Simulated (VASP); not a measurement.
The system is ZnCu2SnSe4.

```
Sn Se Zn Cu
1.0
    -2.84410    2.84410    5.66890
     2.84410   -2.84410    5.66890
     2.84410    2.84410   -5.66890
Sn Se Zn Cu
1 4 1 2
Direct
  0.50000 0.50000 0.00000
  0.88730 0.36990 0.00000
  0.11270 0.11270 0.48260
  0.36990 0.88730 0.00000
  0.63010 0.63010 0.51740
  0.00000 0.00000 0.00000
  0.25000 0.75000 0.50000
  0.75000 0.25000 0.50000
```

Base run:

```yaml
Program: VASP 6.6.1
Functional: PBEsol
Potentials_or_basis: VASP PAW PBE potentials, release 64 (Sn_d, Se, Zn, Cu)
Cutoff: 520 eV
k_mesh: 7 × 7 × 7
Occupations: fermi-dirac, width 0.05 eV
Spin: no spin polarisation
```

Its results: band gap on the k mesh zero (filled and empty bands touch); pressure 0.0 GPa; largest force 0.839 eV/Å.

Problem. The run is repeated on the same cell with these changes: functional from PBEsol to LDA; potentials or basis from VASP PAW PBE potentials, release 64 (Sn_d, Se, Zn, Cu) to VASP PAW LDA potentials, release 64 (Sn_d, Se, Zn, Cu). What comes out?

Solution. Band gap on the k mesh zero (filled and empty bands touch); pressure -2.2 GPa; largest force 0.849 eV/Å.

Caveats: semilocal functionals underestimate gaps, and a narrow one can read as zero; spin-orbit coupling is left out, which moves the levels of the heavy elements; the PAW data sets were made with another functional, which shifts forces and pressure a little (at least some runs).
